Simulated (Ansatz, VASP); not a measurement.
# Li: VASP beside Ansatz

```xyz
4
Lattice="0.0022 -0.0027 3.1804 5.0547 0.4173 -0.0009 0.4438 5.0664 0.0038" Properties=species:S:1:pos:R:3 pbc="T T T"
Li    3.9152    1.7326    1.5901
Li    4.1327    4.2712    0.0037
Li    1.3690    1.2112    3.1797
Li    1.5843    3.7469    1.5932
```

Change from the starting cell: cell x2, atoms moved at random (sigma 0.15 Å) and cell strained at random (1.5 %), then relaxed without symmetry.

Alike in both runs: functional PBE; k mesh 8 × 4 × 4; occupations gaussian, width 0.2 eV; no spin polarisation.

Ansatz relaxed the structure, and its values are those at the end. VASP's run is a single point on that final structure, the one shown.

|  | VASP | Ansatz |
| --- | --- | --- |
| version | VASP 6.6.1 | Ansatz 0.2.0 |
| potentials or method | VASP PAW PBE potentials, release 64 (Li_sv), cutoff 520 eV | scalar-relativistic, plane waves, PAW |
| valence electrons in the cell | 12 | 12 |

|  | VASP | Ansatz | Ansatz less VASP |
| --- | --- | --- | --- |
| gap on the k mesh at the Fermi level (eV) | none | none | - |
| rms of the force components (eV/Å) | 0.007 | 0.007 | 0.0000 |

A gap of «none» marks a metal or a gap that the smearing closes.

Noted on VASP's run: the cutoff is short for stress, so the pressure is rough.
